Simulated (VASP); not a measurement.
Wanted: the native input for a VASP 6.6.1 run.

| Property | Result |
| --- | --- |
| Task | single point |
| Functional | PBE |
| Potentials or basis | VASP PAW PBE potentials, release 64 (Pd, Pt) |
| Cutoff | 520 eV |
| k mesh | 5 × 5 × 3 |
| Occupations | gaussian, width 0.2 eV |
| Spin | no spin polarisation |
| Dipole correction | no |
| Further INCAR settings | ALGO = Fast; EDIFF = 1e-07; NBANDS = 33 |

The structure of Pd4Pt lies in POSCAR:

```
Pd4Pt
1.0
    3.6051345673      0.0000000000      0.0000000000
    0.0000000000      3.6051345673      0.0000000000
    0.0000000000      0.0000000000      8.9042921987
Pd Pt
4 1
Direct
    0.5000000000      0.0000000000      0.5000000000
    0.0000000000      0.5000000000      0.5000000000
    0.0000000000      0.0000000000      0.2781477957
    0.0000000000      0.0000000000      0.7218522043
    0.0000000000      0.0000000000      0.0000000000
```

The cell was generated, and may not be a known phase.

These files were run (other wordings do the same):

INCAR

```
  ALGO = Fast
  EDIFF = 1E-7
  ENCUT = 520
  GGA = PE
  ISIF = 2
  ISMEAR = 0
  LASPH = T
  LCHARG = F
  LREAL = F
  LWAVE = F
  NBANDS = 33
  NELM = 100
  PREC = Accurate
  SIGMA = 0.2
```

KPOINTS

```
k-points
0
Gamma
  5 5 3
```

Potentials or basis: VASP PAW PBE potentials, release 64 (Pd, Pt).

Run with:

```bash
$ cat potpaw_PBE.64/Pd/POTCAR potpaw_PBE.64/Pt/POTCAR > POTCAR
$ mpirun -np 1 vasp_std > vasp.out
```

It gave:

```
Pressure               : -0.5 GPa
Largest force          : 0.011 eV/Å
Band gap on the k mesh : zero (bands 25 and 26 overlap by 0.43 eV)
```

Caveat: spin-orbit coupling is left out, which moves the levels of the heavy elements.

Wall time 78 s on 1 thread of Intel Xeon 8259CL (shared host), peak memory 0.24 GiB.
